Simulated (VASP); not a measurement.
# AlN (P6_3mc) in VASP: a series of runs

Runs on AlN. Level: PBE. Tasks: single point.

Everything below comes from runs of VASP 6.6.1. Logs are shortened: lines on timing, memory, paths and dates and some standing lists are left out, and cuts for length are marked.

## 1. The cell of the first run

Symmetry: P6_3mc, No. 186, hexagonal system. The conventional cell has a = 2.989 Å, b = 2.989 Å, c = 5.133 Å, α = 90.00°, β = 90.00°, γ = 120.00°. Within 2.5 Å of Al (site symmetry 3m) lie 4 N at 1.85 to 1.90 Å. N (site symmetry 3m) has 4 Al at 1.85 to 1.90 Å within 2.5 Å.

## 2. Single point, PBE

The input, INCAR:

```
PREC     = Accurate       # precision mode
ENCUT    = 520            # plane-wave cutoff, eV
EDIFF    = 1E-7           # SCF threshold, eV
ISMEAR   = 0              # smearing method
SIGMA    = 0.02           # smearing width, eV
LREAL    = False          # projectors in reciprocal space
LASPH    = True           # aspherical terms in the spheres
NELM     = 60             # most SCF steps
ALGO     = Normal         # electronic algorithm
ISIF     = 2              # what is computed and relaxed
LWAVE    = False          # write WAVECAR
LCHARG   = True           # write CHGCAR
GGA      = PE             # functional
LELF     = True           # ELF
LVHAR    = True         
NBANDS   = 16             # bands
```

The input, KPOINTS:

```
Automatic mesh
0
Gamma
  12 12 6
```

The input, POSCAR:

```
AlN
1.0
    2.9893490411      0.0000000000      0.0000000000
   -1.4946745206      2.5888522104      0.0000000000
    0.0000000000      0.0000000000      5.1332161555
Al N
2 2
Direct
    0.6666666667      0.3333333333      0.5053245002
    0.3333333333      0.6666666667      1.0053245002
    0.6666666667      0.3333333333      0.8746754998
    0.3333333333      0.6666666667      0.3746754998
```

Potentials or basis: VASP PAW PBE potentials, release 64 (Al, N).

The run is started by

```
cat potpaw_PBE.64/Al/POTCAR potpaw_PBE.64/N/POTCAR > POTCAR
mpirun -np 1 vasp_std > vasp.out
```

OUTCAR:

```text
PREC = Accurate
   ENCUT = 520
   EDIFF = 1E-7
   ISMEAR = 0
   LREAL = False
   LASPH = True
   NELM = 60
   ISIF = 2
   GGA = PE

 ion  position               nearest neighbor table
   1  0.667  0.333  0.505-   4 1.85   4 1.85   4 1.85   3 1.90   2 3.09   2 3.09   2 3.09   2 3.09
                             2 3.09   2 3.09
   2  0.333  0.667  0.005-   3 1.85   3 1.85   3 1.85   4 1.90   1 3.09   1 3.09   1 3.09   1 3.09
                             1 3.09   1 3.09
   3  0.667  0.333  0.875-   2 1.85   2 1.85   2 1.85   1 1.90
   4  0.333  0.667  0.375-   1 1.85   1 1.85   1 1.85   2 1.90

  LATTYP: Found a hexagonal cell.
 ALAT       =     2.9893490411
 C/A-ratio  =     1.7171685490

  Lattice vectors:

 A1 = (   2.9893490411,   0.0000000000,   0.0000000000)
 A2 = (  -1.4946745206,   2.5888522104,   0.0000000000)
 A3 = (   0.0000000000,   0.0000000000,   5.1332161555)

Analysis of symmetry for initial positions (statically):
=====================================================================
 Subroutine PRICEL returns:
 Original cell was already a primitive cell.

 Routine SETGRP: Setting up the symmetry group for a
 hexagonal supercell.

 Subroutine GETGRP returns: Found 12 space group operations
 (whereof  6 operations were pure point group operations)
 out of a pool of 24 trial point group operations.

The static configuration has the point symmetry C_3v.
 The point group associated with its full space group is C_6v.

Analysis of symmetry for dynamics (positions and initial velocities):
=====================================================================
 Subroutine PRICEL returns:
 Original cell was already a primitive cell.

 Routine SETGRP: Setting up the symmetry group for a
 hexagonal supercell.

 Subroutine GETGRP returns: Found 12 space group operations
 (whereof  6 operations were pure point group operations)
 out of a pool of 24 trial point group operations.

The dynamic configuration has the point symmetry C_3v.
 The point group associated with its full space group is C_6v.

 Subroutine INISYM returns: Found 12 space group operations
 (whereof  6 operations are pure point group operations),
 and found     1 'primitive' translations

----------------------------------------------------------------------------------------

                                     Primitive cell

  volume of cell :      39.7259

  direct lattice vectors                    reciprocal lattice vectors
     2.989349041  0.000000000  0.000000000     0.334520990  0.193135783  0.000000000
    -1.494674521  2.588852210  0.000000000     0.000000000  0.386271567  0.000000000
     0.000000000  0.000000000  5.133216156     0.000000000  0.000000000  0.194809642

  length of vectors
     2.989349041  2.989349041  5.133216156     0.386271567  0.386271567  0.194809642

  position of ions in fractional coordinates (direct lattice)
     0.666666667  0.333333333  0.505324500
     0.333333333  0.666666667  0.005324500
     0.666666667  0.333333333  0.874675500
     0.333333333  0.666666667  0.374675500

  ion indices of the primitive-cell ions
   primitive index   ion index
                 1           1
                 2           2
                 3           3
                 4           4

----------------------------------------------------------------------------------------

 KPOINTS: Automatic mesh

Automatic generation of k-mesh.
 Grid dimensions read from file:
 generate k-points for:   12   12    6

 Generating k-lattice:

  Cartesian coordinates                     Fractional coordinates (reciprocal lattice)
     0.027876749  0.016094649  0.000000000     0.083333333  0.000000000  0.000000000
     0.000000000  0.032189297  0.000000000     0.000000000  0.083333333  0.000000000
     0.000000000  0.000000000  0.032468274     0.000000000  0.000000000  0.166666667

  Length of vectors
     0.032189297  0.032189297  0.032468274

  Shift w.r.t. Gamma in fractional coordinates (k-lattice)
     0.000000000  0.000000000  0.000000000

 Subroutine IBZKPT returns following result:
 ===========================================

 Found     76 irreducible k-points:

 Following reciprocal coordinates:
            Coordinates               Weight
  0.000000  0.000000  0.000000      1.000000
  0.083333  0.000000  0.000000      6.000000
  0.166667  0.000000  0.000000      6.000000
  0.250000  0.000000  0.000000      6.000000
  0.333333  0.000000  0.000000      6.000000
  0.416667 -0.000000  0.000000      6.000000
[... 16 lines left out ...]
  0.250000  0.000000  0.166667     12.000000
  0.333333  0.000000  0.166667     12.000000
 [... further k-points ...]
   k-points           NKPTS =     76   k-points in BZ     NKDIM =     76   number of bands    NBANDS=     16
   number of dos      NEDOS =    301   number of ions     NIONS =      4
   total plane-waves  NPLWV =  23040
   dimension x,y,z NGX =    24 NGY =   24 NGZ =   40
   dimension x,y,z NGXF=    48 NGYF=   48 NGZF=   80
   ions per type =               2   2
   NGX,Y,Z   is equivalent  to a cutoff of  13.35, 13.35, 12.95 a.u.
   NGXF,Y,Z  is equivalent  to a cutoff of  26.69, 26.69, 25.91 a.u.
 SYSTEM =  unknown system
   PREC   = accura    normal or accurate (medium, high low for compatibility)
   ISTART =      0    job   : 0-new  1-cont  2-samecut
   ICHARG =      2    charge: 1-file 2-atom 10-const
   ISPIN  =      1    spin polarized calculation?
   LNONCOLLINEAR =      F non collinear calculations
   LSORBIT =      F    spin-orbit coupling
   LASPH  =      T    aspherical Exc in radial PAW
   ENCUT  =  520.0 eV  38.22 Ry    6.18 a.u.   5.56  5.56  9.54*2*pi/ulx,y,z
   NELM   =     60;   NELMIN=  2; NELMDL= -5     # of ELM steps
   EDIFF  = 0.1E-06   stopping-criterion for ELM
   LREAL  =      F    real-space projection
   EDIFFG = 0.1E-05   stopping-criterion for IOM
   NSW    =      0    number of steps for IOM
   IBRION =     -1    ionic relax: 0-MD 1-quasi-New 2-CG
   NFREE  =      0    steps in history (QN), initial steepest desc. (CG)
   ISIF   =      2    stress and relaxation
   ISYM   =      2    0-nonsym 1-usesym 2-fastsym
   POTIM  = 0.5000    time-step for ionic-motion
   TEBEG  =    0.0;   TEEND  =   0.0 temperature during run
   PSTRESS=    0.0 pullay stress
   NELECT =      16.0000    total number of electrons
   NUPDOWN=      -1.0000    fix difference up-down
   EMIN   =  10.00;   EMAX   =-10.00  energy-range for DOS
   EFERMI =   0.00;   METHOD = LEGACY
   ISMEAR =     0;   SIGMA  =   0.02  broadening in eV -4-tet -1-fermi 0-gaus
   EFERMI_NEDOS =   21; number of points for ismear=-14 and -15
   IALGO  =     38    algorithm
   IMIX   =      4    mixing-type and parameters
     AMIX     =   0.40;   BMIX     =  1.00
     AMIX_MAG =   1.60;   BMIX_MAG =  1.00
  volume/ion in A,a.u.               =       9.93        67.02
  Fermi-wavevector in a.u.,A,eV,Ry     =   1.208993  2.284665 19.887137  1.461663
  Thomas-Fermi vector in A             =   2.344584
   LORBIT       =      0    0 simple, 1 ext, 2 COOP (PROOUT), +10 PAW based schemes
   GGA     = PE    functional components
   LHFCALC =     F    Hartree Fock is set to
   AEXX    =    0.0000 exact exchange contribution
   IVDW    =     0    specifies the selected vdW correction
   LEPSILON=     F    determine dielectric tensor
   LRPA    =     F    only Hartree local field effects (RPA)
 non-spin polarized calculation
 Gauss-broadening in eV      SIGMA  =   0.02
  energy-cutoff  :      520.00
  volume of cell :       39.73
 maximum number of plane-waves:      1093
 NGX is ok and might be reduce to    24
   NGX = 11   NGY = 11   NGZ = 19

 number of electron      16.0000004 magnetization

 Free energy of the ion-electron system (eV)
  ---------------------------------------------------
  ext. energy  EPLUGINS =         0.00000000
  ---------------------------------------------------
  free energy    TOTEN  =       -29.51659560 eV

  energy without entropy =      -29.51659560  energy(sigma->0) =      -29.51659560

 E-fermi :   6.7703     XC(G=0): -11.1377

 val. band max:        6.6480265068   @ k =   0.0000   0.0000   0.0000
 cond. band min:      11.0976801231   @ k =   0.0000   0.0000   0.0000
 fundamental gap:      4.4496536163
 Fermi energy:         6.7703224528

 k-point     1 :       0.0000    0.0000    0.0000
  band No.  band energies     occupation
      1      -8.8366      2.00000
      2      -6.8213      2.00000
      3       0.1460      2.00000
      4       6.1679      2.00000
      5       6.1679      2.00000
      6       6.1726      2.00000
[... 8 lines left out ...]
     15      20.7656      0.00000
     16      20.7656      0.00000

 k-point     2 :       0.0833    0.0000    0.0000
  band No.  band energies     occupation
      1      -8.7369      2.00000
      2      -6.7556      2.00000
      3       0.2635      2.00000
      4       5.7121      2.00000
      5       6.0433      2.00000
      6       6.1548      2.00000
[... 8 lines left out ...]
     15      20.3907      0.00000
     16      20.7099      0.00000

 k-point     3 :       0.1667    0.0000    0.0000
  band No.  band energies     occupation
      1      -8.4459      2.00000
      2      -6.5719      2.00000
      3       0.6099      2.00000
      4       4.5958      2.00000
      5       5.2500      2.00000
      6       5.7530      2.00000
[... 8 lines left out ...]
     15      19.8546      0.00000
     16      20.0875      0.00000

 k-point     4 :       0.2500    0.0000    0.0000
  band No.  band energies     occupation
      1      -7.9921      2.00000
      2      -6.3153      2.00000
      3       1.1651      2.00000
      4       3.2859      2.00000
      5       4.1682      2.00000
      6       5.4192      2.00000
[... 8 lines left out ...]
     15      19.1646      0.00000
     16      21.0346      0.00000

 k-point     5 :       0.3333    0.0000    0.0000
  band No.  band energies     occupation
      1      -7.4340      2.00000
      2      -6.0716      2.00000
      3       1.8825      2.00000
      4       2.1086      2.00000
      5       3.1779      2.00000
      6       5.1282      2.00000
[... 8 lines left out ...]
     15      19.1423      0.00000
     16      21.9963      0.00000

 k-point     6 :       0.4167   -0.0000    0.0000
  band No.  band energies     occupation
      1      -6.8883      2.00000
      2      -5.9549      2.00000
      3       1.2875      2.00000
      4       2.4396      2.00000
      5       2.6829      2.00000
      6       4.9342      2.00000
[... 8 lines left out ...]
     15      19.6160      0.00000
     16      22.1175      0.00000
[... 267 lines left out ...]
 k-point    21 :       0.0833    0.0000    0.1667
  band No.  band energies     occupation
      1      -8.6379      2.00000
      2      -6.9446      2.00000
      3       0.6175      2.00000
      4       5.4455      2.00000
      5       5.7769      2.00000
      6       6.0797      2.00000
[... 8 lines left out ...]
     15      20.1708      0.00000
     16      20.4523      0.00000

 k-point    22 :       0.1667    0.0000    0.1667
  band No.  band energies     occupation
      1      -8.3505      2.00000
      2      -6.7458      2.00000
      3       0.9238      2.00000
      4       4.5988      2.00000
      5       4.9839      2.00000
      6       5.7995      2.00000
[... 8 lines left out ...]
     15      19.7788      0.00000
     16      20.3322      0.00000

 k-point    23 :       0.2500    0.0000    0.1667
  band No.  band energies     occupation
      1      -7.9034      2.00000
      2      -6.4630      2.00000
      3       1.3735      2.00000
      4       3.3812      2.00000
      5       3.9947      2.00000
      6       5.4744      2.00000
[... 8 lines left out ...]
     15      19.4062      0.00000
     16      21.0156      0.00000

 k-point    24 :       0.3333    0.0000    0.1667
  band No.  band energies     occupation
      1      -7.3568      2.00000
      2      -6.1809      2.00000
      3       1.6267      2.00000
      4       2.5163      2.00000
      5       3.1208      2.00000
      6       5.1891      2.00000
[... 8 lines left out ...]
     15      19.3702      0.00000
     16      21.8780      0.00000

 [... further k-points ...]

------------------------ aborting loop because EDIFF is reached ----------------------------------------

  FORCE on cell =-STRESS in cart. coord.  units (eV):
  Direction    XX          YY          ZZ          XY          YZ          ZX
  --------------------------------------------------------------------------------------
  -------------------------------------------------------------------------------------
  Total        5.8988721      5.8988721     -0.0872644     -0.0000000      0.0000000      0.0000000
  in kB      237.9063989    237.9063989     -3.5194468     -0.0000000      0.0000000      0.0000000
  external PRESSURE =     157.4311170 kB  Pullay stress =       0.0000000 kB

 VOLUME and BASIS-vectors are now :
 -----------------------------------------------------------------------------
  energy-cutoff  :      520.00
  volume of cell :       39.73
      direct lattice vectors                 reciprocal lattice vectors
     2.989349041  0.000000000  0.000000000     0.334520990  0.193135783  0.000000000
    -1.494674521  2.588852210  0.000000000     0.000000000  0.386271567  0.000000000
     0.000000000  0.000000000  5.133216156     0.000000000  0.000000000  0.194809642

 POSITION                                       TOTAL-FORCE (eV/Angst)
 -----------------------------------------------------------------------------------
      1.49467      0.86295      2.59394         0.000000      0.000000      0.002112
     -0.00000      1.72590      0.02733        -0.000000     -0.000000      0.002112
      1.49467      0.86295      4.48990         0.000000      0.000000     -0.002112
     -0.00000      1.72590      1.92329        -0.000000      0.000000     -0.002112
 -----------------------------------------------------------------------------------
    total drift:                                0.000000      0.000000     -0.000288

  FREE ENERGIE OF THE ION-ELECTRON SYSTEM (eV)
  ---------------------------------------------------
  free  energy   TOTEN  =       -29.5165956040 eV

  energy  without entropy=      -29.5165956040  energy(sigma->0) =      -29.51659560
```

Wall time 59 s (1 thread of Intel Xeon 8259CL, shared host); peak memory 0.18 GiB.

What came out:

```yaml
Free_energy: -29.5166 eV
Pressure: 15.7 GPa
Band_gap_on_the_k_mesh: 4.45 eV
```

Forces in eV/Å, atoms in the order of the input:
```
Al   0.000  0.000  0.002
Al   0.000  0.000  0.002
N    0.000  0.000 -0.002
N    0.000  0.000 -0.002
```

Stress tensor (GPa, compression positive):
```
23.79  0.00  0.00
 0.00 23.79  0.00
 0.00  0.00 -0.35
```

Caveat: the cell stands under pressure.

## 3. Single point, PBE (biaxial strain in the a-b plane: -3.0 %, then relaxed in part)

The input, INCAR:

```
SYSTEM = AlN
PREC     = Accurate       ! precision mode
ENCUT    = 520            ! plane-wave cutoff, eV
EDIFF    = 1E-7           ! SCF threshold, eV
ISMEAR   = 0              ! smearing method
SIGMA    = 0.02           ! smearing width, eV
LREAL    = .FALSE.        ! projectors in reciprocal space
LASPH    = .TRUE.         ! aspherical terms in the spheres
NELM     = 60             ! most SCF steps
ALGO     = Normal         ! electronic algorithm
ISIF     = 2              ! what is computed and relaxed
LWAVE    = .FALSE.        ! write WAVECAR
LCHARG   = .TRUE.         ! write CHGCAR
GGA      = PE             ! functional
LELF     = .TRUE.         ! ELF
LVHAR    = .TRUE.       
NBANDS   = 16             ! bands
```

The input, KPOINTS:

```
regular mesh
0
G
  12 12 6
  0 0 0
```

The input, POSCAR:

```
AlN
1.0
    3.0363021674      0.0000000000      0.0000000000
   -1.5181510837      2.6295148106      0.0000000000
    0.0000000000      0.0000000000      5.0966072719
Al N
2 2
Direct
    0.6666666667      0.3333333333      0.5032748183
    0.3333333333      0.6666666667      1.0032748183
    0.6666666667      0.3333333333      0.8767251817
    0.3333333333      0.6666666667      0.3767251817
```

Potentials or basis: VASP PAW PBE potentials, release 64 (Al, N).

The run is started by

```
cat potpaw_PBE.64/Al/POTCAR potpaw_PBE.64/N/POTCAR > POTCAR
mpirun -np 1 vasp_std > vasp.out
```

Run time: 66 s. Hardware: 1 thread of Intel Xeon 8259CL, shared host; peak memory 0.18 GiB.

The run converged. Its results:

```
Free energy            : -29.6681 eV
Pressure               : 9.8 GPa
Band gap on the k mesh : 4.42 eV
```

Stress tensor (GPa, compression positive):
```
14.86  0.00  0.00
 0.00 14.86  0.00
 0.00  0.00 -0.31
```

Levels at points of the mesh, in eV from the valence-band top:
| k point | band 4 | band 5 | band 6 | band 7 | band 8 | band 9 | band 10 | band 11 | band 12 | band 13 |
| --- | --- | --- | --- | --- | --- | --- | --- | --- | --- | --- |
| (0.00, 0.00, 0.00) | -0.53 | -0.53 | -0.22 | 0.00 | 0.00 | 4.42 | 7.42 | 10.56 | 11.90 | 11.90 |
| (0.50, 0.00, 0.00) | -4.27 | -3.36 | -1.82 | -1.80 | -0.58 | 5.56 | 6.20 | 8.52 | 10.43 | 11.26 |
| (0.00, 0.00, 0.50) | -3.57 | -0.27 | -0.27 | -0.27 | -0.27 | 6.90 | 6.90 | 10.40 | 10.40 | 12.21 |
| (0.50, 0.00, 0.50) | -5.58 | -1.49 | -1.49 | -1.25 | -1.25 | 5.28 | 5.28 | 9.50 | 9.50 | 12.02 |

Caveat: the cell differs from its parent crystal (biaxial strain in the a-b plane: -3.0 %, then relaxed in part); the cell stands under pressure.

[end of part 1 of 2]
